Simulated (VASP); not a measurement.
# HfPdSe2 (P4/mmm) in VASP: notebook

Runs on HfPdSe2. Level: PBE. Tasks: single point, relaxation of cell and atoms.

Everything below comes from runs of VASP 6.6.1. Logs are shortened: lines on timing, memory, paths and dates and some standing lists are left out, and cuts for length are marked.

## (1) The cell of the first run

Symmetry: P4/mmm, No. 123, tetragonal system. The conventional cell has a = 4.026 Å, b = 4.026 Å, c = 6.873 Å, α = 90.00°, β = 90.00°, γ = 90.00°. Hf (site symmetry 4/mmm) has 4 Se at 2.85 Å and 2 Pd at 3.44 Å within 3.8 Å. Pd (site symmetry 4/mmm) has 4 Se at 2.85 Å and 2 Hf at 3.44 Å within 3.8 Å. Se (site symmetry 4/mmm) has 4 Hf at 2.85 Å and 2 Se at 3.44 Å within 3.8 Å. Se (site symmetry 4/mmm) has 4 Pd at 2.85 Å and 2 Se at 3.44 Å within 3.8 Å.

The cell was generated, and may not be a known phase.

## (2) Single point, PBE, collinear spin

The input, INCAR:

```
  PREC = Accurate
  ENCUT = 520
  EDIFF = 1E-6
  ISMEAR = 0
  SIGMA = 0.1
  LREAL = F
  LASPH = T
  NELM = 150
  ALGO = Normal
  ISIF = 2
  LWAVE = F
  LCHARG = F
  ISPIN = 2
  MAGMOM = 0 1 0 0
  LORBIT = 11
  LMAXMIX = 4
  GGA = PE
  NBANDS = 28
```

The input, KPOINTS:

```
Automatic mesh
0
Gamma
  4 4 4
```

The input, POSCAR:

```
HfPdSe2
1.0
    4.0259567700      0.0000000000      0.0000000000
    0.0000000000      4.0259567700      0.0000000000
    0.0000000000      0.0000000000      6.8727889300
Hf Pd Se
1 1 2
Direct
    0.5000000000      0.5000000000      0.5000000000
    0.5000000000      0.5000000000      0.0000000000
    0.0000000000      0.0000000000      0.5000000000
    0.0000000000      0.0000000000      0.0000000000
```

Potentials or basis: VASP PAW PBE potentials, release 64 (Hf_pv, Pd, Se).

Run with:

```
cat potpaw_PBE.64/Hf_pv/POTCAR potpaw_PBE.64/Pd/POTCAR potpaw_PBE.64/Se/POTCAR > POTCAR
mpirun -np 1 vasp_std > vasp.out
```

OUTCAR:

```text
PREC = Accurate
   ENCUT = 520
   EDIFF = 1E-6
   ISMEAR = 0
   LREAL = F
   LASPH = T
   NELM = 150
   ISIF = 2
   ISPIN = 2
   LORBIT = 11
   GGA = PE

 ion  position               nearest neighbor table
   1  0.500  0.500  0.500-   3 2.85   3 2.85   3 2.85   3 2.85   2 3.44   2 3.44
   2  0.500  0.500  0.000-   4 2.85   4 2.85   4 2.85   4 2.85   1 3.44   1 3.44
   3  0.000  0.000  0.500-   1 2.85   1 2.85   1 2.85   1 2.85
   4  0.000  0.000  0.000-   2 2.85   2 2.85   2 2.85   2 2.85

  LATTYP: Found a simple tetragonal cell.
 ALAT       =     4.0259567700
 C/A-ratio  =     1.7071194061

  Lattice vectors:

 A1 = (   4.0259567700,   0.0000000000,   0.0000000000)
 A2 = (   0.0000000000,   4.0259567700,   0.0000000000)
 A3 = (   0.0000000000,   0.0000000000,   6.8727889300)

Analysis of symmetry for initial positions (statically):
=====================================================================
 Subroutine PRICEL returns:
 Original cell was already a primitive cell.

 Routine SETGRP: Setting up the symmetry group for a
 simple tetragonal supercell.

 Subroutine GETGRP returns: Found 16 space group operations
 (whereof 16 operations were pure point group operations)
 out of a pool of 16 trial point group operations.

The static configuration has the point symmetry D_4h.

Analysis of symmetry for dynamics (positions and initial velocities):
=====================================================================
 Subroutine PRICEL returns:
 Original cell was already a primitive cell.

 Routine SETGRP: Setting up the symmetry group for a
 simple tetragonal supercell.

 Subroutine GETGRP returns: Found 16 space group operations
 (whereof 16 operations were pure point group operations)
 out of a pool of 16 trial point group operations.

The dynamic configuration has the point symmetry D_4h.

Analysis of structural, dynamic, and magnetic symmetry:
=====================================================================
 Subroutine PRICEL returns:
 Original cell was already a primitive cell.

 Routine SETGRP: Setting up the symmetry group for a
 simple tetragonal supercell.

 Subroutine GETGRP returns: Found 16 space group operations
 (whereof 16 operations were pure point group operations)
 out of a pool of 16 trial point group operations.

The overall configuration has the point symmetry D_4h.

 Subroutine INISYM returns: Found 16 space group operations
 (whereof 16 operations are pure point group operations),
 and found     1 'primitive' translations

----------------------------------------------------------------------------------------

                                     Primitive cell

  volume of cell :     111.3964

  direct lattice vectors                    reciprocal lattice vectors
     4.025956770  0.000000000  0.000000000     0.248388161  0.000000000  0.000000000
     0.000000000  4.025956770  0.000000000     0.000000000  0.248388161  0.000000000
     0.000000000  0.000000000  6.872788930     0.000000000  0.000000000  0.145501340

  length of vectors
     4.025956770  4.025956770  6.872788930     0.248388161  0.248388161  0.145501340

  position of ions in fractional coordinates (direct lattice)
     0.500000000  0.500000000  0.500000000
     0.500000000  0.500000000  0.000000000
     0.000000000  0.000000000  0.500000000
     0.000000000  0.000000000  0.000000000

  ion indices of the primitive-cell ions
   primitive index   ion index
                 1           1
                 2           2
                 3           3
                 4           4

----------------------------------------------------------------------------------------

 KPOINTS: Automatic mesh

Automatic generation of k-mesh.
 Grid dimensions read from file:
 generate k-points for:    4    4    4

 Generating k-lattice:

  Cartesian coordinates                     Fractional coordinates (reciprocal lattice)
     0.062097040  0.000000000  0.000000000     0.250000000  0.000000000  0.000000000
     0.000000000  0.062097040  0.000000000     0.000000000  0.250000000  0.000000000
     0.000000000  0.000000000  0.036375335     0.000000000  0.000000000  0.250000000

  Length of vectors
     0.062097040  0.062097040  0.036375335

  Shift w.r.t. Gamma in fractional coordinates (k-lattice)
     0.000000000  0.000000000  0.000000000

 Subroutine IBZKPT returns following result:
 ===========================================

 Found     18 irreducible k-points:

 Following reciprocal coordinates:
            Coordinates               Weight
  0.000000  0.000000  0.000000      1.000000
  0.250000  0.000000  0.000000      4.000000
  0.500000  0.000000  0.000000      2.000000
  0.250000  0.250000  0.000000      4.000000
  0.500000  0.250000  0.000000      4.000000
  0.500000  0.500000  0.000000      1.000000
[... 10 lines left out ...]
  0.500000  0.250000  0.500000      4.000000
  0.500000  0.500000  0.500000      1.000000
   k-points           NKPTS =     18   k-points in BZ     NKDIM =     18   number of bands    NBANDS=     28
   number of dos      NEDOS =    301   number of ions     NIONS =      4
   total plane-waves  NPLWV =  48600
   dimension x,y,z NGX =    30 NGY =   30 NGZ =   54
   dimension x,y,z NGXF=    60 NGYF=   60 NGZF=  108
   ions per type =               1   1   2
   NGX,Y,Z   is equivalent  to a cutoff of  12.39, 12.39, 13.06 a.u.
   NGXF,Y,Z  is equivalent  to a cutoff of  24.78, 24.78, 26.12 a.u.
 SYSTEM =  unknown system
   PREC   = accura    normal or accurate (medium, high low for compatibility)
   ISTART =      0    job   : 0-new  1-cont  2-samecut
   ICHARG =      2    charge: 1-file 2-atom 10-const
   ISPIN  =      2    spin polarized calculation?
   LNONCOLLINEAR =      F non collinear calculations
   LSORBIT =      F    spin-orbit coupling
   LASPH  =      T    aspherical Exc in radial PAW
   ENCUT  =  520.0 eV  38.22 Ry    6.18 a.u.   7.49  7.49 12.78*2*pi/ulx,y,z
   NELM   =    150;   NELMIN=  2; NELMDL= -5     # of ELM steps
   EDIFF  = 0.1E-05   stopping-criterion for ELM
   LREAL  =      F    real-space projection
   EDIFFG = 0.1E-04   stopping-criterion for IOM
   NSW    =      0    number of steps for IOM
   IBRION =     -1    ionic relax: 0-MD 1-quasi-New 2-CG
   NFREE  =      0    steps in history (QN), initial steepest desc. (CG)
   ISIF   =      2    stress and relaxation
   ISYM   =      2    0-nonsym 1-usesym 2-fastsym
   POTIM  = 0.5000    time-step for ionic-motion
   TEBEG  =    0.0;   TEEND  =   0.0 temperature during run
   PSTRESS=    0.0 pullay stress
   NELECT =      32.0000    total number of electrons
   NUPDOWN=      -1.0000    fix difference up-down
   EMIN   =  10.00;   EMAX   =-10.00  energy-range for DOS
   EFERMI =   0.00;   METHOD = LEGACY
   ISMEAR =     0;   SIGMA  =   0.10  broadening in eV -4-tet -1-fermi 0-gaus
   EFERMI_NEDOS =   21; number of points for ismear=-14 and -15
   IALGO  =     38    algorithm
   IMIX   =      4    mixing-type and parameters
     AMIX     =   0.40;   BMIX     =  1.00
     AMIX_MAG =   1.60;   BMIX_MAG =  1.00
  volume/ion in A,a.u.               =      27.85       187.94
  Fermi-wavevector in a.u.,A,eV,Ry     =   1.080192  2.041267 15.875488  1.166815
  Thomas-Fermi vector in A             =   2.216177
   LORBIT       =     11    0 simple, 1 ext, 2 COOP (PROOUT), +10 PAW based schemes
   GGA     = PE    functional components
   LHFCALC =     F    Hartree Fock is set to
   AEXX    =    0.0000 exact exchange contribution
   IVDW    =     0    specifies the selected vdW correction
   LEPSILON=     F    determine dielectric tensor
   LRPA    =     F    only Hartree local field effects (RPA)
 spin polarized calculation
 Gauss-broadening in eV      SIGMA  =   0.10
  energy-cutoff  :      520.00
  volume of cell :      111.40
 maximum number of plane-waves:      3042
 NGX is ok and might be reduce to    30
   NGX = 15   NGY = 15   NGZ = 25

 number of electron      31.9999995 magnetization       0.0292849

 Free energy of the ion-electron system (eV)
  ---------------------------------------------------
  ext. energy  EPLUGINS =         0.00000000
  ---------------------------------------------------
  free energy    TOTEN  =       -21.82022721 eV

  energy without entropy =      -21.79474810  energy(sigma->0) =      -21.80748766

 E-fermi :   3.2632     XC(G=0):  -9.4050

 val. band max:        3.2553555190   @ k =   0.5000   0.2500   0.0000
 cond. band min:       3.2668843449   @ k =   0.0000   0.0000   0.2500
 fundamental gap:      0.0115288259
 Fermi energy:         3.2631563358

 spin component 1

 k-point     1 :       0.0000    0.0000    0.0000
  band No.  band energies     occupation
      1     -29.5442      1.00000
      2     -29.4623      1.00000
      3     -29.4623      1.00000
      4     -10.7241      1.00000
      5      -9.1313      1.00000
      6      -0.9357      1.00000
[... 20 lines left out ...]
     27      12.0645      0.00000
[... 504 lines left out ...]
      5      -8.7836      1.00000
      6      -1.1148      1.00000
[... 20 lines left out ...]
     27      11.9719      0.00000
     28      11.9719      0.00000
 Fermi energy:         3.2631563358

 spin component 2

 k-point     1 :       0.0000    0.0000    0.0000
  band No.  band energies     occupation
      1     -29.5359      1.00000
      2     -29.4575      1.00000
      3     -29.4575      1.00000
      4     -10.7231      1.00000
      5      -9.1236      1.00000
      6      -0.9297      1.00000
[... 20 lines left out ...]
     27      12.0722      0.00000
[... 505 lines left out ...]
      6      -1.1130      1.00000
[... 20 lines left out ...]
     27      11.9774      0.00000
     28      11.9774      0.00000

------------------------ aborting loop because EDIFF is reached ----------------------------------------

  FORCE on cell =-STRESS in cart. coord.  units (eV):
  Direction    XX          YY          ZZ          XY          YZ          ZX
  --------------------------------------------------------------------------------------
  -------------------------------------------------------------------------------------
  Total      -10.9256124    -10.9256124     -5.4192603      0.0000000     -0.0000000      0.0000000
  in kB     -157.1394216   -157.1394216    -77.9434051      0.0000000     -0.0000000      0.0000000
  external PRESSURE =    -130.7407494 kB  Pullay stress =       0.0000000 kB

 VOLUME and BASIS-vectors are now :
 -----------------------------------------------------------------------------
  energy-cutoff  :      520.00
  volume of cell :      111.40
      direct lattice vectors                 reciprocal lattice vectors
     4.025956770  0.000000000  0.000000000     0.248388161  0.000000000  0.000000000
     0.000000000  4.025956770  0.000000000     0.000000000  0.248388161  0.000000000
     0.000000000  0.000000000  6.872788930     0.000000000  0.000000000  0.145501340

 POSITION                                       TOTAL-FORCE (eV/Angst)
 -----------------------------------------------------------------------------------
      2.01298      2.01298      3.43639         0.000000      0.000000      0.000000
      2.01298      2.01298      0.00000         0.000000      0.000000      0.000000
      0.00000      0.00000      3.43639         0.000000      0.000000      0.000000
      0.00000      0.00000      0.00000         0.000000      0.000000      0.000000
 -----------------------------------------------------------------------------------
    total drift:                                0.000000      0.000000      0.000000

  FREE ENERGIE OF THE ION-ELECTRON SYSTEM (eV)
  ---------------------------------------------------
  free  energy   TOTEN  =       -21.8202272125 eV

  energy  without entropy=      -21.7947480984  energy(sigma->0) =      -21.80748766

 total charge

# of ion       s       p       d       tot
------------------------------------------
    1        0.293   6.156   1.300   7.749
    2        0.335   0.198   8.500   9.033
    3        1.449   2.332   0.031   3.812
    4        1.494   2.119   0.024   3.637
--------------------------------------------------
tot          3.571  10.805   9.856  24.232

 magnetization (x)

# of ion       s       p       d       tot
------------------------------------------
    1        0.001   0.000   0.008   0.009
    2       -0.000   0.000   0.002   0.002
    3        0.000  -0.000   0.000   0.000
    4        0.000   0.006   0.000   0.006
--------------------------------------------------
tot          0.001   0.006   0.010   0.017
```

Run time: 2.4 min. Hardware: 1 thread of Intel Xeon Platinum 8488C (Sapphire Rapids), shared host; peak memory 0.3 GiB.

Results:

- Free energy: -21.8202 eV
- Pressure: -13.1 GPa
- Band gap on the k mesh: zero (filled and empty bands overlap)
- Net moment: 0.03 μB per cell
- Valence electrons inside the program's atomic spheres: Hf 7.75; Pd 9.03; Se 3.81, 3.64

Stress tensor (GPa, compression positive):
```
-15.71   0.00   0.00
  0.00 -15.71   0.00
  0.00   0.00  -7.79
```

Levels at points of the mesh, in eV from the Fermi level:
Spin up:
| k point | band 14 | band 15 | band 16 | band 17 | band 18 | band 19 |
| --- | --- | --- | --- | --- | --- | --- |
| (0.00, 0.00, 0.00) | -1.44 | -1.12 | -1.12 | -0.38 | -0.09 | 0.30 |
| (0.50, 0.00, 0.00) | -1.30 | 0.18 | 1.20 | 1.33 | 1.35 | 1.59 |
| (0.50, 0.50, 0.00) | -1.32 | -1.26 | -0.37 | 0.05 | 0.05 | 0.38 |
| (0.00, 0.00, 0.50) | -1.60 | -1.48 | -1.26 | -1.26 | 0.14 | 0.29 |
| (0.50, 0.00, 0.50) | -1.25 | -0.34 | -0.33 | 1.06 | 1.33 | 1.61 |
| (0.50, 0.50, 0.50) | -1.32 | -1.24 | -1.15 | -0.37 | 0.05 | 0.05 |
Spin down:
```
           k point  band 12  band 13  band 14  band 15  band 16  band 17  band 18  band 19  band 20  band 21
(0.00, 0.00, 0.00)    -1.69    -1.69    -1.44    -1.12    -1.12    -0.37    -0.08     0.30     0.91     0.99
(0.50, 0.00, 0.00)    -1.69    -1.64    -1.30     0.20     1.21     1.33     1.36     1.60     1.63     2.06
(0.50, 0.50, 0.00)    -2.04    -2.04    -1.32    -1.26    -0.36     0.06     0.06     0.39     0.85     1.95
(0.00, 0.00, 0.50)    -1.60    -1.60    -1.60    -1.48    -1.25    -1.25     0.15     0.30     0.98     0.98
(0.50, 0.00, 0.50)    -1.91    -1.60    -1.25    -0.33    -0.32     1.07     1.33     1.61     1.77     3.64
(0.50, 0.50, 0.50)    -1.80    -1.80    -1.32    -1.24    -1.14    -0.36     0.07     0.07     0.87     0.91
```

Caveat: the k points lie up to 0.39 Å⁻¹ apart, too coarse for converged energies and pressures of a metal; spin-orbit coupling is left out, which moves the levels of the heavy elements.

[end of part 1 of 2]

The gap in the log of VASP goes by the Fermi energy; the results here count the filled bands.